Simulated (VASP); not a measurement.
# HfO2 (Fm-3m) in VASP: notebook

HfO2 is run at these levels: revPBE+D3(BJ), PBE+D4; tasks: single point.

Everything below comes from runs of VASP 6.6.1. Logs are shortened: lines on timing, memory, paths and dates and some standing lists are left out, and cuts for length are marked.

### Step 1. The cell of the first run

Symmetry: Fm-3m, No. 225, cubic system. The conventional cell has a = 5.075 Å, b = 5.075 Å, c = 5.075 Å, α = 90.00°, β = 90.00°, γ = 90.00°. Hf (site symmetry m-3m) has 8 O at 2.20 Å within 2.9 Å. O (site symmetry -43m) has 4 Hf at 2.20 Å and 6 O at 2.54 Å within 2.9 Å.

### Step 2. Single point, revPBE+D3(BJ)

INCAR

```
  PREC = Accurate
  ENCUT = 520
  EDIFF = 1E-6
  ISMEAR = -1
  SIGMA = 0.05
  LREAL = F
  LASPH = T
  NELM = 100
  ALGO = Normal
  ISIF = 2
  LWAVE = F
  LCHARG = T
  GGA = RE
  IVDW = 12
  LELF = T
  LVHAR = T
  NBANDS = 18
```

KPOINTS

```
regular mesh
0
Gamma
  9 9 9
```

POSCAR

```
HfO2
1.0
    0.0000000000      2.5375296153      2.5375296153
    2.5375296153      0.0000000000      2.5375296153
    2.5375296153      2.5375296153      0.0000000000
Hf O
1 2
Direct
    0.0000000000      0.0000000000      0.0000000000
    0.7500000000      0.7500000000      0.7500000000
    0.2500000000      0.2500000000      0.2500000000
```

Potentials or basis: VASP PAW PBE potentials, release 64 (Hf_pv, O).

Command:

```console
> cat potpaw_PBE.64/Hf_pv/POTCAR potpaw_PBE.64/O/POTCAR > POTCAR
> mpirun -np 1 vasp_std > vasp.out
```

OUTCAR:

```text
PREC = Accurate
   ENCUT = 520
   EDIFF = 1E-6
   ISMEAR = -1
   LREAL = F
   LASPH = T
   NELM = 100
   ISIF = 2
   GGA = RE
   IVDW = 12
 IVDW          = 12

 ion  position               nearest neighbor table
   1  0.000  0.000  0.000-   2 2.20   2 2.20   2 2.20   3 2.20   3 2.20   3 2.20   3 2.20   2 2.20

   2  0.750  0.750  0.750-   1 2.20   1 2.20   1 2.20   1 2.20
   3  0.250  0.250  0.250-   1 2.20   1 2.20   1 2.20   1 2.20

  LATTYP: Found a face centered cubic cell.
 ALAT       =     5.0750592306

  Lattice vectors:

 A1 = (   0.0000000000,   2.5375296153,   2.5375296153)
 A2 = (   2.5375296153,   0.0000000000,   2.5375296153)
 A3 = (   2.5375296153,   2.5375296153,   0.0000000000)

Analysis of symmetry for initial positions (statically):
=====================================================================
 Subroutine PRICEL returns:
 Original cell was already a primitive cell.

 Routine SETGRP: Setting up the symmetry group for a
 face centered cubic supercell.

 Subroutine GETGRP returns: Found 48 space group operations
[... 9 lines left out ...]

 Routine SETGRP: Setting up the symmetry group for a
 face centered cubic supercell.

 Subroutine GETGRP returns: Found 48 space group operations
[... 11 lines left out ...]
                                     Primitive cell

  volume of cell :      32.6786

  direct lattice vectors                    reciprocal lattice vectors
     0.000000000  2.537529615  2.537529615    -0.197042035  0.197042035  0.197042035
     2.537529615  0.000000000  2.537529615     0.197042035 -0.197042035  0.197042035
     2.537529615  2.537529615  0.000000000     0.197042035  0.197042035 -0.197042035

  length of vectors
     3.588608797  3.588608797  3.588608797     0.341286816  0.341286816  0.341286816

  position of ions in fractional coordinates (direct lattice)
     0.000000000  0.000000000  0.000000000
     0.750000000  0.750000000  0.750000000
     0.250000000  0.250000000  0.250000000

  ion indices of the primitive-cell ions
   primitive index   ion index
                 1           1
                 2           2
                 3           3

----------------------------------------------------------------------------------------

 KPOINTS: regular mesh

Automatic generation of k-mesh.
 Grid dimensions read from file:
 generate k-points for:    9    9    9
[... 58 lines left out ...]
   ISPIN  =      1    spin polarized calculation?
   LNONCOLLINEAR =      F non collinear calculations
   LSORBIT =      F    spin-orbit coupling
   LASPH  =      T    aspherical Exc in radial PAW
   ENCUT  =  520.0 eV  38.22 Ry    6.18 a.u.   6.67  6.67  6.67*2*pi/ulx,y,z
   NELM   =    100;   NELMIN=  2; NELMDL= -5     # of ELM steps
   EDIFF  = 0.1E-05   stopping-criterion for ELM
   LREAL  =      F    real-space projection
   EDIFFG = 0.1E-04   stopping-criterion for IOM
   NSW    =      0    number of steps for IOM
   IBRION =     -1    ionic relax: 0-MD 1-quasi-New 2-CG
   NFREE  =      0    steps in history (QN), initial steepest desc. (CG)
   ISIF   =      2    stress and relaxation
   ISYM   =      2    0-nonsym 1-usesym 2-fastsym
   POTIM  = 0.5000    time-step for ionic-motion
   TEBEG  =    0.0;   TEEND  =   0.0 temperature during run
   PSTRESS=    0.0 pullay stress
   NELECT =      22.0000    total number of electrons
   NUPDOWN=      -1.0000    fix difference up-down
   EMIN   =  10.00;   EMAX   =-10.00  energy-range for DOS
   EFERMI =   0.00;   METHOD = LEGACY
   ISMEAR =    -1;   SIGMA  =   0.05  broadening in eV -4-tet -1-fermi 0-gaus
   EFERMI_NEDOS =   21; number of points for ismear=-14 and -15
   IALGO  =     38    algorithm
   IMIX   =      4    mixing-type and parameters
     AMIX     =   0.40;   BMIX     =  1.00
     AMIX_MAG =   1.60;   BMIX_MAG =  1.00
  volume/ion in A,a.u.               =      10.89        73.51
  Fermi-wavevector in a.u.,A,eV,Ry     =   1.434811  2.711399 28.010066  2.058682
  Thomas-Fermi vector in A             =   2.554178
   LORBIT       =      0    0 simple, 1 ext, 2 COOP (PROOUT), +10 PAW based schemes
   GGA     = RE    functional components
   LHFCALC =     F    Hartree Fock is set to
   AEXX    =    0.0000 exact exchange contribution
   IVDW    =    12    specifies the selected vdW correction
   LEPSILON=     F    determine dielectric tensor
   LRPA    =     F    only Hartree local field effects (RPA)
 non-spin polarized calculation
  energy-cutoff  :      520.00
  volume of cell :       32.68
 maximum number of plane-waves:       899
   NGX = 13   NGY = 13   NGZ = 13

 number of electron      21.9999991 magnetization

 Free energy of the ion-electron system (eV)
  ---------------------------------------------------
  ext. energy  EPLUGINS =         0.00000000
  ---------------------------------------------------
  free energy    TOTEN  =       -29.08825100 eV

  energy without entropy =      -29.08825100  energy(sigma->0) =      -29.08825100

 E-fermi :   5.4407     XC(G=0): -11.6782

 val. band max:        4.3075457783   @ k =  -0.4444   0.4444   0.0000
 cond. band min:       8.2875640897   @ k =   0.0000   0.0000   0.0000
 fundamental gap:      3.9800183113
 Fermi energy:         5.4406827235

 k-point     1 :       0.0000    0.0000    0.0000
  band No.  band energies     occupation
      1     -25.3853      2.00000
      2     -25.3853      2.00000
      3     -25.3853      2.00000
      4     -14.4098      2.00000
      5     -11.4220      2.00000
      6      -0.9548      2.00000
[... 481 lines left out ...]
      5     -12.3634      2.00000
      6      -1.9163      2.00000
[... 10 lines left out ...]
     17      16.4901      0.00000
     18      17.8639      0.00000

 [... further k-points ...]

------------------------ aborting loop because EDIFF is reached ----------------------------------------

 Edisp (eV)   -1.34366

 E8    (eV) :    -0.9256

  FORCE on cell =-STRESS in cart. coord.  units (eV):
  Direction    XX          YY          ZZ          XY          YZ          ZX
  --------------------------------------------------------------------------------------
  -------------------------------------------------------------------------------------
  Total      -0.78756    -0.78756    -0.78756     0.00000     0.00000    -0.00000
  in kB     -38.61265   -38.61265   -38.61265     0.00000     0.00000    -0.00000
  external pressure =      -38.61 kB  Pullay stress =        0.00 kB

 VOLUME and BASIS-vectors are now :
 -----------------------------------------------------------------------------
  energy-cutoff  :      520.00
  volume of cell :       32.68
      direct lattice vectors                 reciprocal lattice vectors
     0.000000000  2.537529615  2.537529615    -0.197042035  0.197042035  0.197042035
     2.537529615  0.000000000  2.537529615     0.197042035 -0.197042035  0.197042035
     2.537529615  2.537529615  0.000000000     0.197042035  0.197042035 -0.197042035

 POSITION                                       TOTAL-FORCE (eV/Angst)
 -----------------------------------------------------------------------------------
      0.00000      0.00000      0.00000         0.000000      0.000000      0.000000
      3.80629      3.80629      3.80629        -0.000000     -0.000000     -0.000000
      1.26876      1.26876      1.26876         0.000000      0.000000      0.000000
 -----------------------------------------------------------------------------------
    total drift:                                0.000000      0.000000      0.000000

  FREE ENERGIE OF THE ION-ELECTRON SYSTEM (eV)
  ---------------------------------------------------
  free  energy   TOTEN  =       -30.4319082766 eV

  energy  without entropy=      -30.4319082766  energy(sigma->0) =      -30.43190828
```

OSZICAR:

```text
N       E                     dE             d eps       ncg     rms          rms(c)
DAV:   1     0.938360589775E+02    0.93836E+02   -0.12831E+04  1260   0.121E+03
DAV:   2    -0.309222827838E+02   -0.12476E+03   -0.12019E+03  1610   0.288E+02
DAV:   3    -0.348140449313E+02   -0.38918E+01   -0.38799E+01  1438   0.456E+01
DAV:   4    -0.348344965586E+02   -0.20452E-01   -0.20448E-01  1564   0.377E+00
DAV:   5    -0.348346201901E+02   -0.12363E-03   -0.12363E-03  1474   0.269E-01    0.474E+01
DAV:   6    -0.291817639282E+02    0.56529E+01   -0.19991E+01  1288   0.322E+01    0.411E+01
DAV:   7    -0.291098572786E+02    0.71907E-01   -0.64307E-01  1432   0.665E+00    0.288E+01
DAV:   8    -0.291098665829E+02   -0.93043E-05   -0.29304E-01  1340   0.504E+00    0.966E+00
DAV:   9    -0.290874370408E+02    0.22430E-01   -0.68332E-02  1346   0.222E+00    0.257E+00
DAV:  10    -0.290881425292E+02   -0.70549E-03   -0.41199E-03  1382   0.491E-01    0.100E-01
DAV:  11    -0.290882150656E+02   -0.72536E-04   -0.22341E-04  1490   0.126E-01    0.280E-01
DAV:  12    -0.290882486293E+02   -0.33564E-04   -0.10484E-04  1366   0.659E-02    0.543E-02
DAV:  13    -0.290882503289E+02   -0.16996E-05   -0.43321E-06  1462   0.155E-02    0.990E-03
DAV:  14    -0.290882509953E+02   -0.66639E-06   -0.72258E-07  1228   0.591E-03
   1 F= -.30431908E+02 E0= -.30431908E+02  d E =-.618981E-11
```

Run time: 49 s. Hardware: 1 thread of AMD EPYC, shared host; peak memory 0.15 GiB.

What came out:

| Item | Value |
| --- | --- |
| Free energy | -30.4319 eV |
| Pressure | -3.9 GPa |
| Band gap on the k mesh | 3.98 eV, indirect (least direct gap 4.10 eV) |
| Dispersion energy per atom | -0.448 eV |

Caveat: the PAW data sets were made with another functional, which shifts forces and pressure a little; spin-orbit coupling is left out, which moves the levels of the heavy elements. A k mesh can miss the band edges.

### Step 3. Single point, PBE+D4

This run uses another cell than the first one, of 11.38 Å³/atom, 1.044 times its volume.

INCAR

```
SYSTEM = HfO2
ALGO = Normal ; EDIFF = 1E-6
ENCUT = 520 ; GGA = PE
ISIF = 2 ; ISMEAR = -1
IVDW = 13 ; LASPH = .TRUE.
LCHARG = .FALSE. ; LREAL = .FALSE.
LWAVE = .FALSE. ; NBANDS = 18
NELM = 60 ; PREC = Accurate
SIGMA = 0.05
```

KPOINTS

```
k-points
0
G
  9 9 9
  0 0 0
```

POSCAR

```
HfO2
1.0
    0.0000000000      2.5744375797      2.5744375797
    2.5744375797      0.0000000000      2.5744375797
    2.5744375797      2.5744375797      0.0000000000
Hf O
1 2
Direct
    0.0000000000      0.0000000000      0.0000000000
    0.7500000000      0.7500000000      0.7500000000
    0.2500000000      0.2500000000      0.2500000000
```

Potentials or basis: VASP PAW PBE potentials, release 64 (Hf_pv, O).

Command:

```console
> cat potpaw_PBE.64/Hf_pv/POTCAR potpaw_PBE.64/O/POTCAR > POTCAR
> mpirun -np 1 vasp_std > vasp.out
```

Run time: 53 s. Hardware: 1 thread of AMD EPYC, shared host; peak memory 0.13 GiB.

The run converged. Its results:

| Quantity | Value |
| --- | --- |
| Free energy | -30.7546 eV |
| Pressure | -13.3 GPa |
| Band gap on the k mesh | 3.78 eV, indirect (least direct gap 3.89 eV) |
| Dispersion energy per atom | -0.185 eV |

Levels at points of the mesh, in eV from the valence-band top:
```
           k point  band 9  band 10  band 11  band 12  band 13  band 14
(0.00, 0.00, 0.00)   -0.54    -0.54    -0.54     3.81     3.81     5.52
```

Caveat: spin-orbit coupling is left out, which moves the levels of the heavy elements.
